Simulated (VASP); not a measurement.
# Cu in VASP: single point with PBE

Aim: the single point of Cu with PBE.

All numbers are computed with VASP 6.6.1; they aren't measurements. Logs are shortened: lines on timing, memory, paths and dates and some standing lists are left out, and cuts for length are marked.

## Step 1: The cell of the first run

The cell holds a sheet with vacuum, 2 atoms: a = 3.611 Å, b = 3.611 Å, c = 14.000 Å, α = 90.00°, β = 90.00°, γ = 120.00°.

## Step 2: Single point, PBE

INCAR

```
SYSTEM = Cu
PREC     = Accurate       ! precision mode
ENCUT    = 520            ! plane-wave cutoff, eV
EDIFF    = 1E-7           ! SCF threshold, eV
ISMEAR   = 0              ! smearing method
SIGMA    = 0.1            ! smearing width, eV
LREAL    = .False.        ! projectors in reciprocal space
LASPH    = .True.         ! aspherical terms in the spheres
NELM     = 60             ! most SCF steps
ALGO     = Normal         ! electronic algorithm
ISIF     = 2              ! what is computed and relaxed
LWAVE    = .False.        ! write WAVECAR
LCHARG   = .False.        ! write CHGCAR
LDIPOL   = .True.       
IDIPOL   = 3            
DIPOL    = 0.5 0.5 0.500
GGA      = PE             ! functional
NBANDS   = 18             ! bands
```

KPOINTS

```
Automatic mesh
0
Gamma
  6 6 1
  0 0 0
```

POSCAR

```
Cu
1.0
    3.6105060000      0.0000000000      0.0000000000
   -1.8052530000      3.1267900000      0.0000000000
    0.0000000000      0.0000000000     14.0000000000
Cu
2
Direct
    0.6666666700      0.3333333300      0.5000000000
    0.3333333300      0.6666666700      0.5000000000
```

Potentials or basis: VASP PAW PBE potentials, release 64 (Cu).

Command:

```sh
> cat potpaw_PBE.64/Cu/POTCAR > POTCAR
> mpirun -np 1 vasp_std > vasp.out
```

OUTCAR:

```text
SYSTEM = Cu
   PREC = Accurate
   ENCUT = 520
   EDIFF = 1E-7
   ISMEAR = 0
   LREAL = .False.
   LASPH = .True.
   NELM = 60
   ISIF = 2
   GGA = PE

 ion  position               nearest neighbor table
   1  0.667  0.333  0.500-   2 2.08   2 2.08   2 2.08
   2  0.333  0.667  0.500-   1 2.08   1 2.08   1 2.08

  LATTYP: Found a hexagonal cell.
 ALAT       =     3.6105060000
 C/A-ratio  =     3.8775728388

  Lattice vectors:

 A1 = (   3.6105060000,   0.0000000000,   0.0000000000)
 A2 = (  -1.8052530000,   3.1267900000,   0.0000000000)
 A3 = (   0.0000000000,   0.0000000000,  14.0000000000)

Analysis of symmetry for initial positions (statically):
=====================================================================
 Subroutine PRICEL returns:
 Original cell was already a primitive cell.

 Routine SETGRP: Setting up the symmetry group for a
 hexagonal supercell.

 Subroutine GETGRP returns: Found 24 space group operations
 (whereof 24 operations were pure point group operations)
 out of a pool of 24 trial point group operations.

The static configuration has the point symmetry D_6h.

Analysis of symmetry for dynamics (positions and initial velocities):
=====================================================================
 Subroutine PRICEL returns:
 Original cell was already a primitive cell.

 Routine SETGRP: Setting up the symmetry group for a
 hexagonal supercell.

 Subroutine GETGRP returns: Found 24 space group operations
 (whereof 24 operations were pure point group operations)
 out of a pool of 24 trial point group operations.

The dynamic configuration has the point symmetry D_6h.

 Subroutine INISYM returns: Found 24 space group operations
 (whereof 24 operations are pure point group operations),
 and found     1 'primitive' translations

----------------------------------------------------------------------------------------

                                     Primitive cell

  volume of cell :     158.0501

  direct lattice vectors                    reciprocal lattice vectors
     3.610506000  0.000000000  0.000000000     0.276969488  0.159908404  0.000000000
    -1.805253000  3.126790000  0.000000000     0.000000000  0.319816809  0.000000000
     0.000000000  0.000000000 14.000000000     0.000000000  0.000000000  0.071428571

  length of vectors
     3.610506000  3.610506072 14.000000000     0.319816815  0.319816809  0.071428571

  position of ions in fractional coordinates (direct lattice)
     0.666666670  0.333333330  0.500000000
     0.333333330  0.666666670  0.500000000

  ion indices of the primitive-cell ions
   primitive index   ion index
                 1           1
                 2           2

----------------------------------------------------------------------------------------

 KPOINTS: Automatic mesh

Automatic generation of k-mesh.
 Grid dimensions read from file:
 generate k-points for:    6    6    1

 Generating k-lattice:

  Cartesian coordinates                     Fractional coordinates (reciprocal lattice)
     0.046161581  0.026651401  0.000000000     0.166666667  0.000000000  0.000000000
     0.000000000  0.053302801  0.000000000     0.000000000  0.166666667  0.000000000
     0.000000000  0.000000000  0.071428571     0.000000000  0.000000000  1.000000000

  Length of vectors
     0.053302803  0.053302801  0.071428571

  Shift w.r.t. Gamma in fractional coordinates (k-lattice)
     0.000000000  0.000000000  0.000000000

 Subroutine IBZKPT returns following result:
 ===========================================

 Found      7 irreducible k-points:

 Following reciprocal coordinates:
            Coordinates               Weight
  0.000000  0.000000  0.000000      1.000000
  0.166667  0.000000  0.000000      6.000000
  0.333333 -0.000000  0.000000      6.000000
  0.500000  0.000000  0.000000      3.000000
  0.166667  0.166667  0.000000      6.000000
  0.333333  0.166667  0.000000     12.000000
  0.333333  0.333333  0.000000      2.000000
   k-points           NKPTS =      7   k-points in BZ     NKDIM =      7   number of bands    NBANDS=     18
   number of dos      NEDOS =    301   number of ions     NIONS =      2
   total plane-waves  NPLWV =  84672
   dimension x,y,z NGX =    28 NGY =   28 NGZ =  108
   dimension x,y,z NGXF=    56 NGYF=   56 NGZF=  216
   ions per type =               2
   NGX,Y,Z   is equivalent  to a cutoff of  12.89, 12.89, 12.82 a.u.
   NGXF,Y,Z  is equivalent  to a cutoff of  25.79, 25.79, 25.65 a.u.
 SYSTEM =  Cu
   PREC   = accura    normal or accurate (medium, high low for compatibility)
   ISTART =      0    job   : 0-new  1-cont  2-samecut
   ICHARG =      2    charge: 1-file 2-atom 10-const
   ISPIN  =      1    spin polarized calculation?
   LNONCOLLINEAR =      F non collinear calculations
   LSORBIT =      F    spin-orbit coupling
   LASPH  =      T    aspherical Exc in radial PAW
   ENCUT  =  520.0 eV  38.22 Ry    6.18 a.u.   6.71  6.71 26.03*2*pi/ulx,y,z
   NELM   =     60;   NELMIN=  2; NELMDL= -5     # of ELM steps
   EDIFF  = 0.1E-06   stopping-criterion for ELM
   LREAL  =      F    real-space projection
   EDIFFG = 0.1E-05   stopping-criterion for IOM
   NSW    =      0    number of steps for IOM
   IBRION =     -1    ionic relax: 0-MD 1-quasi-New 2-CG
   NFREE  =      0    steps in history (QN), initial steepest desc. (CG)
   ISIF   =      2    stress and relaxation
   ISYM   =      2    0-nonsym 1-usesym 2-fastsym
   POTIM  = 0.5000    time-step for ionic-motion
   TEBEG  =    0.0;   TEEND  =   0.0 temperature during run
   PSTRESS=    0.0 pullay stress
   NELECT =      22.0000    total number of electrons
   NUPDOWN=      -1.0000    fix difference up-down
   EMIN   =  10.00;   EMAX   =-10.00  energy-range for DOS
   EFERMI =   0.00;   METHOD = LEGACY
   ISMEAR =     0;   SIGMA  =   0.10  broadening in eV -4-tet -1-fermi 0-gaus
   EFERMI_NEDOS =   21; number of points for ismear=-14 and -15
   IALGO  =     38    algorithm
   IMIX   =      4    mixing-type and parameters
     AMIX     =   0.40;   BMIX     =  1.00
     AMIX_MAG =   1.60;   BMIX_MAG =  1.00
  volume/ion in A,a.u.               =      79.03       533.29
  Fermi-wavevector in a.u.,A,eV,Ry     =   0.848433  1.603306  9.793994  0.719838
  Thomas-Fermi vector in A             =   1.964096
   LORBIT       =      0    0 simple, 1 ext, 2 COOP (PROOUT), +10 PAW based schemes
   GGA     = PE    functional components
   LHFCALC =     F    Hartree Fock is set to
   AEXX    =    0.0000 exact exchange contribution
   IVDW    =     0    specifies the selected vdW correction
   LEPSILON=     F    determine dielectric tensor
   LRPA    =     F    only Hartree local field effects (RPA)
 non-spin polarized calculation
 Gauss-broadening in eV      SIGMA  =   0.10
  energy-cutoff  :      520.00
  volume of cell :      158.05
 maximum number of plane-waves:      4289
 NGX is ok and might be reduce to    28
   NGX = 13   NGY = 13   NGZ = 53

 dipolmoment           0.000000      0.000000     -0.000000 electrons x Angstroem

 number of electron      21.9999999 magnetization

 dipolmoment           0.000000      0.000000      0.000000 electrons x Angstroem

 Free energy of the ion-electron system (eV)
  ---------------------------------------------------
  ext. energy  EPLUGINS =         0.00000000
  ---------------------------------------------------
  free energy    TOTEN  =        -4.10577217 eV

  energy without entropy =       -4.09876656  energy(sigma->0) =       -4.10226937

 E-fermi :  -2.6077     XC(G=0):  -3.0532

 val. band max:       -2.6182162285   @ k =   0.5000   0.0000   0.0000
 cond. band min:      -2.5088098382   @ k =   0.3333   0.3333   0.0000
 fundamental gap:      0.1094063902
 Fermi energy:        -2.6077493321

 k-point     1 :       0.0000    0.0000    0.0000
  band No.  band energies     occupation
      1      -8.6378      2.00000
      2      -5.8991      2.00000
      3      -5.8991      2.00000
      4      -5.7487      2.00000
      5      -5.7487      2.00000
      6      -5.6309      2.00000
      7      -5.6309      2.00000
      8      -5.5475      2.00000
      9      -4.2970      2.00000
     10      -4.2970      2.00000
     11      -4.1837      2.00000
     12      -2.1838      0.00000
     13       1.4334      0.00000
     14       2.4864      0.00000
     15       2.9640      0.00000
     16       5.8805      0.00000
     17       6.4380      0.00000
     18       6.4380      0.00000

 k-point     2 :       0.1667    0.0000    0.0000
  band No.  band energies     occupation
      1      -8.2166      2.00000
      2      -6.3500      2.00000
      3      -6.2634      2.00000
      4      -5.8226      2.00000
      5      -5.7500      2.00000
      6      -5.4897      2.00000
      7      -5.2146      2.00000
      8      -5.0887      2.00000
      9      -4.5268      2.00000
     10      -4.2278      2.00000
     11      -4.2262      2.00000
     12      -1.5292      0.00000
     13       1.8493      0.00000
     14       2.9289      0.00000
     15       3.3743      0.00000
     16       3.5315      0.00000
     17       4.9300      0.00000
     18       6.3153      0.00000

 k-point     3 :       0.3333   -0.0000    0.0000
  band No.  band energies     occupation
      1      -7.1644      2.00000
      2      -6.8168      2.00000
      3      -6.5441      2.00000
      4      -5.9536      2.00000
      5      -5.7936      2.00000
      6      -5.1391      2.00000
      7      -4.8739      2.00000
      8      -4.7655      2.00000
      9      -4.3888      2.00000
     10      -4.2776      2.00000
     11      -4.1061      2.00000
     12      -0.2098      0.00000
     13       0.0080      0.00000
     14       3.1020      0.00000
     15       3.1445      0.00000
     16       4.2057      0.00000
     17       4.6189      0.00000
     18       5.5605      0.00000

 k-point     4 :       0.5000    0.0000    0.0000
  band No.  band energies     occupation
      1      -7.0192      2.00000
      2      -6.6383      2.00000
      3      -6.4973      2.00000
      4      -6.0128      2.00000
      5      -5.8361      2.00000
      6      -4.8205      2.00000
      7      -4.7697      2.00000
      8      -4.7289      2.00000
      9      -4.0515      2.00000
     10      -4.0385      2.00000
     11      -3.7380      2.00000
     12      -2.6182      1.11768
     13       1.6332      0.00000
     14       2.4054      0.00000
     15       3.1571      0.00000
     16       5.1947      0.00000
     17       5.2083      0.00000
     18       6.3156      0.00000

 k-point     5 :       0.1667    0.1667    0.0000
  band No.  band energies     occupation
      1      -7.4697      2.00000
      2      -6.8173      2.00000
      3      -6.3654      2.00000
      4      -5.9870      2.00000
      5      -5.6874      2.00000
      6      -5.2655      2.00000
      7      -4.9649      2.00000
      8      -4.7677      2.00000
      9      -4.5868      2.00000
     10      -4.2366      2.00000
     11      -4.1162      2.00000
     12      -0.4617      0.00000
     13       1.3595      0.00000
     14       2.2149      0.00000
     15       2.6842      0.00000
     16       3.8002      0.00000
     17       4.2038      0.00000
     18       7.0993      0.00000

 k-point     6 :       0.3333    0.1667    0.0000
  band No.  band energies     occupation
      1      -7.1627      2.00000
      2      -6.6044      2.00000
      3      -6.4451      2.00000
      4      -6.1470      2.00000
      5      -5.6061      2.00000
      6      -4.9533      2.00000
      7      -4.8166      2.00000
      8      -4.6136      2.00000
      9      -4.1706      2.00000
     10      -4.0121      2.00000
     11      -3.8055      2.00000
     12      -1.6628      0.00000
     13       0.6796      0.00000
     14       1.3127      0.00000
     15       4.1889      0.00000
     16       4.3590      0.00000
     17       5.5466      0.00000
     18       5.8679      0.00000

 k-point     7 :       0.3333    0.3333    0.0000
  band No.  band energies     occupation
      1      -7.3363      2.00000
      2      -6.3944      2.00000
      3      -6.3944      2.00000
      4      -6.2502      2.00000
      5      -5.2779      2.00000
      6      -5.2779      2.00000
      7      -4.6589      2.00000
      8      -4.6589      2.00000
      9      -3.9541      2.00000
     10      -3.4134      2.00000
     11      -2.5088      0.16175
     12      -2.5088      0.16174
     13      -1.8516      0.00000
     14       3.0959      0.00000
     15       3.0959      0.00000
     16       5.0551      0.00000
     17       6.4508      0.00000
     18       6.4517      0.00000

------------------------ aborting loop because EDIFF is reached ----------------------------------------

 vacuum level on the upper side and lower side of the slab       (xc-potential included)        -0.084        -0.084

  FORCE on cell =-STRESS in cart. coord.  units (eV):
  Direction    XX          YY          ZZ          XY          YZ          ZX
  --------------------------------------------------------------------------------------
  -------------------------------------------------------------------------------------
  Total        6.4216617      6.4216620     -0.0099565      0.0000000      0.0000000      0.0000000
  in kB       65.0973311     65.0973346     -0.1009309      0.0000000      0.0000000      0.0000000
  external PRESSURE =      43.3645783 kB  Pullay stress =       0.0000000 kB

 VOLUME and BASIS-vectors are now :
 -----------------------------------------------------------------------------
  energy-cutoff  :      520.00
  volume of cell :      158.05
      direct lattice vectors                 reciprocal lattice vectors
     3.610506000  0.000000000  0.000000000     0.276969488  0.159908404  0.000000000
    -1.805253000  3.126790000  0.000000000     0.000000000  0.319816809  0.000000000
     0.000000000  0.000000000 14.000000000     0.000000000  0.000000000  0.071428571

 POSITION                                       TOTAL-FORCE (eV/Angst)
 -----------------------------------------------------------------------------------
      1.80525      1.04226      7.00000        -0.000000      0.000000      0.000000
     -0.00000      2.08453      7.00000         0.000000     -0.000000      0.000000
 -----------------------------------------------------------------------------------
    total drift:                                0.000000      0.000000      0.000000

  FREE ENERGIE OF THE ION-ELECTRON SYSTEM (eV)
  ---------------------------------------------------
  free  energy   TOTEN  =        -4.1057721744 eV

  energy  without entropy=       -4.0987665593  energy(sigma->0) =       -4.10226937

 vacuum level on the upper side and lower side of the slab         1.774         1.774
```

It took 44 s on 1 thread of Intel Xeon 8259CL, shared host; peak memory 0.26 GiB.

Results:

| Item | Value |
| --- | --- |
| Free energy | -4.1058 eV |
| Band gap on the k mesh | zero (band 11 reaches -2.51 eV, above the bottom of band 12 at -2.62 eV) |
